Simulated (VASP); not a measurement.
# CoMo (P-6m2) in VASP: further runs

CoMo is run at these levels: LDA; tasks: single point.

Everything below comes from runs of VASP 6.6.1. Logs are shortened: lines on timing, memory, paths and dates and some standing lists are left out, and cuts for length are marked.

**1. The cell of the first run**

It takes space group P-6m2 (No. 187, hexagonal). Conventional cell: a = 2.695 Å, b = 2.695 Å, c = 4.184 Å, α = 90.00°, β = 90.00°, γ = 120.00°. Co (site symmetry -6m2) has 6 Mo at 2.61 Å and 6 Co at 2.69 Å within 3.4 Å. Within 3.4 Å of Mo (site symmetry -6m2) lie 6 Co at 2.61 Å and 6 Mo at 2.69 Å.

**2. Single point, LDA, collinear spin, ferromagnetic start**

Input file INCAR:

```
SYSTEM = CoMo
  PREC = Accurate
  ENCUT = 520
  EDIFF = 1E-7
  ISMEAR = -1
  SIGMA = 0.05
  LREAL = .False.
  LASPH = .True.
  NELM = 150
  ALGO = Normal
  ISIF = 2
  LWAVE = .False.
  LCHARG = .False.
  ISPIN = 2
  MAGMOM = 0.1 0
  LORBIT = 11
  NUPDOWN = 0.1
  LMAXMIX = 4
  GGA = CA
  NBANDS = 22
```

Input file KPOINTS:

```
regular mesh
0
Gamma
  14 14 8
  0 0 0
```

Input file POSCAR:

```
CoMo
1.0
    2.6949279053      0.0000000000      0.0000000000
   -1.3474639526      2.3338760273      0.0000000000
    0.0000000000      0.0000000000      4.1836180000
Co Mo
1 1
Direct
    0.6666666667      0.3333333333      0.5000000000
    0.3333333333      0.6666666667      0.0000000000
```

Potentials or basis: VASP PAW LDA potentials, release 64 (Co, Mo_sv).

Started as:

```console
cat potpaw_LDA.64/Co/POTCAR potpaw_LDA.64/Mo_sv/POTCAR > POTCAR
mpirun -np 1 vasp_std > vasp.out
```

OUTCAR:

```text
SYSTEM = CoMo
   PREC = Accurate
   ENCUT = 520
   EDIFF = 1E-7
   ISMEAR = -1
   LREAL = .False.
   LASPH = .True.
   NELM = 150
   ISIF = 2
   ISPIN = 2
   LORBIT = 11
   NUPDOWN = 0.1
   GGA = CA

 ion  position               nearest neighbor table
   1  0.667  0.333  0.500-   2 2.61   2 2.61   2 2.61   2 2.61   2 2.61   2 2.61
   2  0.333  0.667  0.000-   1 2.61   1 2.61   1 2.61   1 2.61   1 2.61   1 2.61

  LATTYP: Found a hexagonal cell.
 ALAT       =     2.6949279053
 C/A-ratio  =     1.5524044231

  Lattice vectors:

 A1 = (   2.6949279053,   0.0000000000,   0.0000000000)
 A2 = (  -1.3474639526,   2.3338760273,   0.0000000000)
 A3 = (   0.0000000000,   0.0000000000,   4.1836180000)

Analysis of symmetry for initial positions (statically):
=====================================================================
 Subroutine PRICEL returns:
 Original cell was already a primitive cell.

 Routine SETGRP: Setting up the symmetry group for a
 hexagonal supercell.

 Subroutine GETGRP returns: Found 12 space group operations
 (whereof 12 operations were pure point group operations)
 out of a pool of 24 trial point group operations.

The static configuration has the point symmetry D_3h.

Analysis of symmetry for dynamics (positions and initial velocities):
=====================================================================
 Subroutine PRICEL returns:
 Original cell was already a primitive cell.

 Routine SETGRP: Setting up the symmetry group for a
 hexagonal supercell.

 Subroutine GETGRP returns: Found 12 space group operations
 (whereof 12 operations were pure point group operations)
 out of a pool of 24 trial point group operations.

The dynamic configuration has the point symmetry D_3h.

Analysis of structural, dynamic, and magnetic symmetry:
=====================================================================
 Subroutine PRICEL returns:
 Original cell was already a primitive cell.

 Routine SETGRP: Setting up the symmetry group for a
 hexagonal supercell.

 Subroutine GETGRP returns: Found 12 space group operations
 (whereof 12 operations were pure point group operations)
 out of a pool of 24 trial point group operations.

The overall configuration has the point symmetry D_3h.

 Subroutine INISYM returns: Found 12 space group operations
 (whereof 12 operations are pure point group operations),
 and found     1 'primitive' translations

----------------------------------------------------------------------------------------

                                     Primitive cell

[... 107 lines left out ...]
   IALGO  =     38    algorithm
   IMIX   =      4    mixing-type and parameters
     AMIX     =   0.40;   BMIX     =  1.00
     AMIX_MAG =   1.60;   BMIX_MAG =  1.00
  volume/ion in A,a.u.               =      13.16        88.79
  Fermi-wavevector in a.u.,A,eV,Ry     =   1.565279  2.957949 33.335617  2.450099
  Thomas-Fermi vector in A             =   2.667779
   LORBIT       =     11    0 simple, 1 ext, 2 COOP (PROOUT), +10 PAW based schemes
   GGA     = CA    functional components
   LHFCALC =     F    Hartree Fock is set to
   AEXX    =    0.0000 exact exchange contribution
   IVDW    =     0    specifies the selected vdW correction
   LEPSILON=     F    determine dielectric tensor
   LRPA    =     F    only Hartree local field effects (RPA)
 spin polarized calculation
  energy-cutoff  :      520.00
  volume of cell :       26.31
 maximum number of plane-waves:       726
 NGX is ok and might be reduce to    20
   NGX =  9   NGY =  9   NGZ = 15

 number of electron      23.0000002 magnetization       0.1000000

 Free energy of the ion-electron system (eV)
  ---------------------------------------------------
  ext. energy  EPLUGINS =         0.00000000
  ---------------------------------------------------
  free energy    TOTEN  =       -19.90403086 eV

  energy without entropy =      -19.88132248  energy(sigma->0) =      -19.89267667

 E-fermi :  11.2265     XC(G=0): -13.6715

 val. band max:       11.2172406095   @ k =   0.3571   0.0714   0.0000
 cond. band min:      11.2229927790   @ k =   0.4286   0.0714   0.5000
 fundamental gap:      0.0057521695
 Fermi energy:        11.2193192095

 spin component 1

 k-point     1 :       0.0000    0.0000    0.0000
  band No.  band energies     occupation
      1     -49.2710      1.00000
      2     -23.5887      1.00000
      3     -22.6728      1.00000
      4     -22.6728      1.00000
      5       3.5714      1.00000
      6       6.4475      1.00000
[... 589 lines left out ...]
     21      27.7118      0.00000
     22      27.8539      0.00000

 [... further k-points ...]

 spin component 2

 k-point     1 :       0.0000    0.0000    0.0000
  band No.  band energies     occupation
      1     -49.2769      1.00000
      2     -23.5956      1.00000
      3     -22.6786      1.00000
      4     -22.6786      1.00000
      5       3.5752      1.00000
      6       6.4600      1.00000
[... 589 lines left out ...]
     21      27.7185      0.00000
     22      27.8555      0.00000

 [... further k-points ...]
[... 5 lines left out ...]
  --------------------------------------------------------------------------------------
  -------------------------------------------------------------------------------------
  Total       -2.0562418     -2.0562418     -2.2078456     -0.0000000      0.0000000      0.0000000
  in kB     -125.2010017   -125.2010017   -134.4318960     -0.0000000      0.0000000      0.0000000
  external PRESSURE =    -128.2779665 kB  Pullay stress =       0.0000000 kB

 VOLUME and BASIS-vectors are now :
 -----------------------------------------------------------------------------
  energy-cutoff  :      520.00
  volume of cell :       26.31
      direct lattice vectors                 reciprocal lattice vectors
     2.694927905  0.000000000  0.000000000     0.371067440  0.214235887  0.000000000
    -1.347463953  2.333876027  0.000000000     0.000000000  0.428471773  0.000000000
     0.000000000  0.000000000  4.183618000     0.000000000  0.000000000  0.239027559

 POSITION                                       TOTAL-FORCE (eV/Angst)
 -----------------------------------------------------------------------------------
      1.34746      0.77796      2.09181         0.000000     -0.000000      0.000000
     -0.00000      1.55592      0.00000        -0.000000      0.000000      0.000000
 -----------------------------------------------------------------------------------
    total drift:                                0.000001     -0.000000      0.000000

  FREE ENERGIE OF THE ION-ELECTRON SYSTEM (eV)
  ---------------------------------------------------
  free  energy   TOTEN  =       -19.9040308620 eV

  energy  without entropy=      -19.8813224800  energy(sigma->0) =      -19.89267667

 total charge

# of ion       s       p       d       tot
------------------------------------------
    1        0.473   0.489   7.324   8.286
    2        2.413   6.199   4.010  12.622
--------------------------------------------------
tot          2.886   6.688  11.334  20.908

 magnetization (x)

# of ion       s       p       d       tot
------------------------------------------
    1       -0.001  -0.001   0.116   0.114
    2       -0.001  -0.001  -0.009  -0.011
--------------------------------------------------
tot         -0.001  -0.003   0.107   0.103
```

OSZICAR:

```text
N       E                     dE             d eps       ncg     rms          rms(c)
DAV:   1     0.190710970949E+03    0.19071E+03   -0.12199E+04 10792   0.124E+03
DAV:   2    -0.156117716302E+02   -0.20632E+03   -0.19727E+03 10878   0.339E+02
DAV:   3    -0.224284988873E+02   -0.68167E+01   -0.67112E+01 12258   0.704E+01
DAV:   4    -0.225065396344E+02   -0.78041E-01   -0.78017E-01 11734   0.728E+00
DAV:   5    -0.225087405216E+02   -0.22009E-02   -0.22008E-02 12572   0.131E+00    0.222E+01
DAV:   6    -0.368605550822E+02   -0.14352E+02   -0.14069E+02 12492   0.115E+02    0.376E+01
DAV:   7    -0.204926050215E+02    0.16368E+02   -0.18733E+01 12482   0.568E+01    0.845E+00
DAV:   8    -0.206696406825E+02   -0.17704E+00   -0.12747E+01 15048   0.272E+01    0.960E+00
DAV:   9    -0.199130503574E+02    0.75659E+00   -0.39072E+00 15352   0.151E+01    0.141E+00
DAV:  10    -0.199201004365E+02   -0.70501E-02   -0.78875E-02 16040   0.226E+00    0.157E+00
DAV:  11    -0.199045895551E+02    0.15511E-01   -0.74155E-02 12702   0.235E+00    0.482E-01
DAV:  12    -0.199041198486E+02    0.46971E-03   -0.28015E-03 15066   0.481E-01    0.225E-01
DAV:  13    -0.199040778025E+02    0.42046E-04   -0.95407E-05 13752   0.743E-02    0.115E-01
DAV:  14    -0.199040476426E+02    0.30160E-04   -0.31808E-05 16176   0.424E-02    0.647E-02
DAV:  15    -0.199040326170E+02    0.15026E-04   -0.31392E-05 15626   0.425E-02    0.191E-02
DAV:  16    -0.199040308461E+02    0.17709E-05   -0.71854E-06 16482   0.205E-02    0.365E-03
DAV:  17    -0.199040308620E+02   -0.15880E-07   -0.10387E-07  6734   0.262E-03
   1 F= -.19904031E+02 E0= -.19892677E+02  d E =-.227084E-01  mag=     0.1000
```

It took 2.2 min on 1 thread of Intel Xeon 6975P-C, shared host; peak memory 0.22 GiB.

What came out:

```yaml
Free_energy: -19.9040 eV
Pressure: -12.8 GPa
Net_moment: 0.10 μB per cell
Site_moments: Co +0.11; Mo -0.01 μB
Valence_electrons_inside_the_program's_atomic_spheres: Co 8.29; Mo 12.62
```

Stress tensor (GPa, compression positive):
```
-12.52   0.00   0.00
  0.00 -12.52   0.00
  0.00   0.00 -13.44
```

Caveat: the total moment is fixed, so each spin has its own Fermi level.

[end of part 1 of 2]
